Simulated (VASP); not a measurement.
# Ta (P6_3/mmc) in VASP: a series of runs, part 2 of 2

VASP 6.6.1. The steps go on from the part before.

## Step 4: Single point, PBEsol (strain -0.0200 x Voigt [0, 0, 1, 0, 0, 0])

Input file INCAR:

```
ALGO = Fast
EDIFF = 1E-7
ENCUT = 520
GGA = PS
ISIF = 2
ISMEAR = 0
LASPH = True
LCHARG = False
LREAL = False
LWAVE = False
NBANDS = 18
NELM = 60
PREC = Accurate
SIGMA = 0.15
```

Input file KPOINTS:

```
k-points
0
Gamma
  18 18 10
```

Input file POSCAR:

```
Ta
1.0
    2.9003720726      0.0000000000      0.0000000000
   -1.4501860363      2.5117958953      0.0000000000
    0.0000000000      0.0000000000      5.0629485200
Ta
2
Direct
    0.6666666667      0.3333333333      0.7500000000
    0.3333333333      0.6666666667      0.2500000000
```

Launch:

```console
$ cat potpaw_PBE.64/Ta_pv/POTCAR > POTCAR
$ mpirun -np 1 vasp_std > vasp.out
```

It took 53 s on 1 thread of Intel Xeon 6975P-C (Granite Rapids), shared host; peak memory 0.25 GiB.

Results (log left out):

| Item | Value |
| --- | --- |
| Free energy | -24.5130 eV |
| Pressure | -3.5 GPa |
| Band gap on the k mesh | zero (band 11 reaches 7.09 eV, above the bottom of band 12 at 4.86 eV) |

Stress tensor (GPa, compression positive):
```
-4.74  0.00  0.00
 0.00 -4.74  0.00
 0.00  0.00 -1.11
```

Levels at points of the mesh, in eV from the Fermi level:
| k point | band 9 | band 10 | band 11 | band 12 | band 13 | band 14 |
| --- | --- | --- | --- | --- | --- | --- |
| (0.00, 0.00, 0.00) | -0.38 | 0.12 | 0.55 | 0.55 | 1.18 | 1.18 |
| (0.50, 0.00, 0.00) | -3.39 | -0.51 | -0.26 | 0.61 | 0.69 | 5.75 |
| (0.00, 0.00, 0.50) | -1.08 | -1.08 | 0.58 | 0.58 | 0.58 | 0.58 |
| (0.50, 0.00, 0.50) | -2.29 | -2.29 | 1.53 | 1.53 | 2.54 | 2.54 |

Caveat: the cell differs from its parent crystal (strain -0.0200 x Voigt [0, 0, 1, 0, 0, 0]); the PAW data sets were made with another functional, which shifts forces and pressure a little; spin-orbit coupling is left out, which moves the levels of the heavy elements.

## Step 5: Single point, PBEsol (strain -0.0100 x Voigt [0, 0, 1, 0, 0, 0])

Input file INCAR:

```
SYSTEM = Ta
  PREC = Accurate
  ENCUT = 520
  EDIFF = 1E-6
  ISMEAR = 0
  SIGMA = 0.15
  LREAL = .FALSE.
  LASPH = .TRUE.
  NELM = 80
  ALGO = Fast
  ISIF = 2
  LWAVE = .FALSE.
  LCHARG = .FALSE.
  GGA = PS
  NBANDS = 18
```

Input file KPOINTS:

```
Automatic mesh
0
G
  18 18 10
  0 0 0
```

POSCAR: that of step 4 with these lines changed.

```diff
@@ -4,3 +4,3 @@
    -1.4501860363      2.5117958953      0.0000000000
-    0.0000000000      0.0000000000      5.0629485200
+    0.0000000000      0.0000000000      5.1146112600
 Ta
```

Launch:

```console
$ cat potpaw_PBE.64/Ta_pv/POTCAR > POTCAR
$ mpirun -np 1 vasp_std > vasp.out
```

Run time: 43 s. Hardware: 1 thread of Intel Xeon 6975P-C (Granite Rapids), shared host; peak memory 0.25 GiB.

The run converged. Its results:

```
Free energy            : -24.5070 eV
Pressure               : -5.3 GPa
Band gap on the k mesh : zero (band 11 reaches 6.98 eV, above the bottom of band 12 at 4.77 eV)
```

Stress tensor (GPa, compression positive):
```
-5.92  0.00  0.00
 0.00 -5.92  0.00
 0.00  0.00 -4.06
```

Levels at points of the mesh, in eV from the Fermi level:
```
           k point  band 7  band 8  band 9  band 10  band 11  band 12  band 13  band 14  band 15  band 16
(0.00, 0.00, 0.00)   -8.21   -4.90   -0.47     0.01     0.58     0.58     1.17     1.17     2.90     2.90
(0.50, 0.00, 0.00)   -4.06   -3.85   -3.35    -0.47    -0.31     0.56     0.78     5.63     6.42     6.74
(0.00, 0.00, 0.50)   -6.34   -6.34   -1.12    -1.12     0.62     0.62     0.62     0.62     4.43     4.43
(0.50, 0.00, 0.50)   -4.35   -4.35   -2.28    -2.28     1.51     1.51     2.57     2.57     5.64     5.64
```

Caveat: the cell differs from its parent crystal (strain -0.0100 x Voigt [0, 0, 1, 0, 0, 0]); the PAW data sets were made with another functional, which shifts forces and pressure a little; spin-orbit coupling is left out, which moves the levels of the heavy elements.

## Step 6: Single point, PBEsol (strain +0.0100 x Voigt [0, 0, 1, 0, 0, 0])

Input file INCAR:

```
PREC = Accurate
ENCUT = 520
EDIFF = 1E-6
ISMEAR = 0
SIGMA = 0.15
LREAL = F
LASPH = T
NELM = 100
ALGO = Fast
ISIF = 2
LWAVE = F
LCHARG = T
GGA = PS
LELF = T
LVHAR = T
NBANDS = 18
```

Input file KPOINTS:

```
Automatic mesh
0
Gamma
  18 18 10
```

POSCAR: that of step 5 with these lines changed.

```diff
@@ -4,3 +4,3 @@
    -1.4501860363      2.5117958953      0.0000000000
-    0.0000000000      0.0000000000      5.1146112600
+    0.0000000000      0.0000000000      5.2179367400
 Ta
```

Potentials or basis: VASP PAW PBE potentials, release 64 (Ta_pv).

Launch:

```console
$ cat potpaw_PBE.64/Ta_pv/POTCAR > POTCAR
$ mpirun -np 1 vasp_std > vasp.out
```

OUTCAR:

```text
PREC = Accurate
   ENCUT = 520
   EDIFF = 1E-6
   ISMEAR = 0
   LREAL = F
   LASPH = T
   NELM = 100
   ISIF = 2
   GGA = PS

 ion  position               nearest neighbor table
   1  0.667  0.333  0.750-   2 3.10   2 3.10   2 3.10   2 3.10   2 3.10   2 3.10
   2  0.333  0.667  0.250-   1 3.10   1 3.10   1 3.10   1 3.10   1 3.10   1 3.10

  LATTYP: Found a hexagonal cell.
 ALAT       =     2.9003720726
 C/A-ratio  =     1.7990577103

  Lattice vectors:

 A1 = (   2.9003720726,   0.0000000000,   0.0000000000)
 A2 = (  -1.4501860363,   2.5117958953,   0.0000000000)
 A3 = (   0.0000000000,   0.0000000000,   5.2179367400)

Analysis of symmetry for initial positions (statically):
=====================================================================
 Subroutine PRICEL returns:
 Original cell was already a primitive cell.

 Routine SETGRP: Setting up the symmetry group for a
 hexagonal supercell.

 Subroutine GETGRP returns: Found 24 space group operations
 (whereof 12 operations were pure point group operations)
 out of a pool of 24 trial point group operations.

[... 157 lines left out ...]

 Free energy of the ion-electron system (eV)
  ---------------------------------------------------
  ext. energy  EPLUGINS =         0.00000000
  ---------------------------------------------------
  free energy    TOTEN  =       -24.47472629 eV

  energy without entropy =      -24.44560941  energy(sigma->0) =      -24.46016785

 E-fermi :   5.2968     XC(G=0): -12.4407

 val. band max:        5.2947722443   @ k =   0.4444   0.1111   0.2000
 cond. band min:       5.3002324886   @ k =   0.2778   0.1111   0.0000
 fundamental gap:      0.0054602443
 Fermi energy:         5.2968369096

 k-point     1 :       0.0000    0.0000    0.0000
  band No.  band energies     occupation
      1     -29.2029      2.00000
      2     -28.4396      2.00000
      3     -28.2874      2.00000
      4     -28.2874      2.00000
      5     -28.2126      2.00000
      6     -28.2126      2.00000
[... 481 lines left out ...]
      5     -28.5498      2.00000
      6     -28.4920      2.00000
[... 10 lines left out ...]
     17      12.6143      0.00000
     18      14.2091      0.00000

 [... further k-points ...]
[... 5 lines left out ...]
  --------------------------------------------------------------------------------------
  -------------------------------------------------------------------------------------
  Total       -1.9120063     -1.9120063     -2.2915498     -0.0000000      0.0000000     -0.0000000
  in kB      -80.5866365    -80.5866365    -96.5835181     -0.0000000      0.0000000     -0.0000000
  external PRESSURE =     -85.9189304 kB  Pullay stress =       0.0000000 kB

 VOLUME and BASIS-vectors are now :
 -----------------------------------------------------------------------------
  energy-cutoff  :      520.00
  volume of cell :       38.01
      direct lattice vectors                 reciprocal lattice vectors
     2.900372073  0.000000000  0.000000000     0.344783350  0.199060760  0.000000000
    -1.450186036  2.511795895  0.000000000     0.000000000  0.398121520  0.000000000
     0.000000000  0.000000000  5.217936740     0.000000000  0.000000000  0.191646632

 POSITION                                       TOTAL-FORCE (eV/Angst)
 -----------------------------------------------------------------------------------
      1.45019      0.83727      3.91345        -0.000000      0.000000      0.000000
     -0.00000      1.67453      1.30448         0.000000      0.000000      0.000000
 -----------------------------------------------------------------------------------
    total drift:                               -0.000000      0.000000     -0.000000

  FREE ENERGIE OF THE ION-ELECTRON SYSTEM (eV)
  ---------------------------------------------------
  free  energy   TOTEN  =       -24.4747262886 eV

  energy  without entropy=      -24.4456094139  energy(sigma->0) =      -24.46016785
```

OSZICAR:

```text
N       E                     dE             d eps       ncg     rms          rms(c)
DAV:   1     0.166604816177E+03    0.16660E+03   -0.12783E+04  8016   0.125E+03
DAV:   2    -0.212863213403E+02   -0.18789E+03   -0.18490E+03  9780   0.353E+02
DAV:   3    -0.254914366639E+02   -0.42051E+01   -0.41354E+01  9676   0.495E+01
DAV:   4    -0.255233794144E+02   -0.31943E-01   -0.31837E-01  9100   0.447E+00
DAV:   5    -0.255236038154E+02   -0.22440E-03   -0.22439E-03  9060   0.366E-01    0.177E+01
RMM:   6    -0.247196013149E+02    0.80400E+00   -0.78495E-01  8116   0.649E+00    0.843E+00
RMM:   7    -0.244734068050E+02    0.24619E+00   -0.95256E-01  8927   0.654E+00    0.528E-01
RMM:   8    -0.244739347080E+02   -0.52790E-03   -0.51296E-02  9693   0.162E+00    0.484E-01
RMM:   9    -0.244752598497E+02   -0.13251E-02   -0.14605E-02  9875   0.723E-01    0.332E-01
RMM:  10    -0.244747059798E+02    0.55387E-03   -0.38275E-03  8674   0.460E-01    0.955E-02
RMM:  11    -0.244747170707E+02   -0.11091E-04   -0.36709E-04 10681   0.137E-01    0.165E-02
RMM:  12    -0.244747244547E+02   -0.73840E-05   -0.73149E-05 10637   0.599E-02    0.188E-02
RMM:  13    -0.244747256171E+02   -0.11624E-05   -0.93878E-06  8900   0.184E-02    0.630E-03
RMM:  14    -0.244747262886E+02   -0.67145E-06   -0.24490E-06  6966   0.876E-03
   1 F= -.24474726E+02 E0= -.24460168E+02  d E =-.291169E-01
```

Run time: 49 s. Hardware: 1 thread of Intel Xeon 6975P-C (Granite Rapids), shared host; peak memory 0.25 GiB.

Results:

| Quantity | Value |
| --- | --- |
| Free energy | -24.4747 eV |
| Pressure | -8.6 GPa |
| Band gap on the k mesh | zero (band 11 reaches 6.79 eV, above the bottom of band 12 at 4.59 eV) |

Levels at points of the mesh, in eV from the Fermi level:
| k point | band 7 | band 8 | band 9 | band 10 | band 11 | band 12 | band 13 | band 14 | band 15 | band 16 |
| --- | --- | --- | --- | --- | --- | --- | --- | --- | --- | --- |
| (0.00, 0.00, 0.00) | -8.11 | -4.88 | -0.63 | -0.19 | 0.63 | 0.63 | 1.16 | 1.16 | 3.03 | 3.03 |
| (0.50, 0.00, 0.00) | -3.99 | -3.77 | -3.27 | -0.41 | -0.41 | 0.46 | 0.94 | 5.41 | 6.44 | 6.71 |
| (0.00, 0.00, 0.50) | -6.34 | -6.34 | -1.19 | -1.19 | 0.69 | 0.69 | 0.69 | 0.69 | 4.38 | 4.38 |
| (0.50, 0.00, 0.50) | -4.25 | -4.25 | -2.26 | -2.26 | 1.49 | 1.49 | 2.62 | 2.62 | 5.40 | 5.40 |

Caveat: the cell differs from its parent crystal (strain +0.0100 x Voigt [0, 0, 1, 0, 0, 0]); the PAW data sets were made with another functional, which shifts forces and pressure a little; spin-orbit coupling is left out, which moves the levels of the heavy elements.

## Step 7: The runs side by side

| cell | further INCAR settings | gap on the mesh (eV) | pressure (GPa) |
| --- | --- | --- | --- |
| a = 2.900, b = 2.900, c = 4.960 Å, angles 90.0, 90.0, 120.0°, 2 atoms | ALGO = Fast; EDIFF = 1e-06; NBANDS = 18 | none | 0.5 |
| a = 2.900, b = 2.900, c = 5.011 Å, angles 90.0, 90.0, 120.0°, 2 atoms | ALGO = Fast; EDIFF = 1e-06; NBANDS = 18 | none | -1.6 |
| a = 2.900, b = 2.900, c = 5.063 Å, angles 90.0, 90.0, 120.0°, 2 atoms | ALGO = Fast; EDIFF = 1e-07; NBANDS = 18 | none | -3.5 |
| a = 2.900, b = 2.900, c = 5.115 Å, angles 90.0, 90.0, 120.0°, 2 atoms | ALGO = Fast; EDIFF = 1e-06; NBANDS = 18 | none | -5.3 |
| a = 2.900, b = 2.900, c = 5.218 Å, angles 90.0, 90.0, 120.0°, 2 atoms | ALGO = Fast; EDIFF = 1e-06; NBANDS = 18 | none | -8.6 |

Alike in all rows: task single point; level PBEsol; potentials or basis VASP PAW PBE potentials, release 64 (Ta_pv); no spin polarisation; k mesh 18 × 18 × 10; cutoff (eV) 520; smearing gaussian 0.15 eV.

Caveats: the PAW data sets were made with another functional, which shifts forces and pressure a little; spin-orbit coupling is left out, which moves the levels of the heavy elements.

Absolute energies hang on the potentials; compare differences alone.
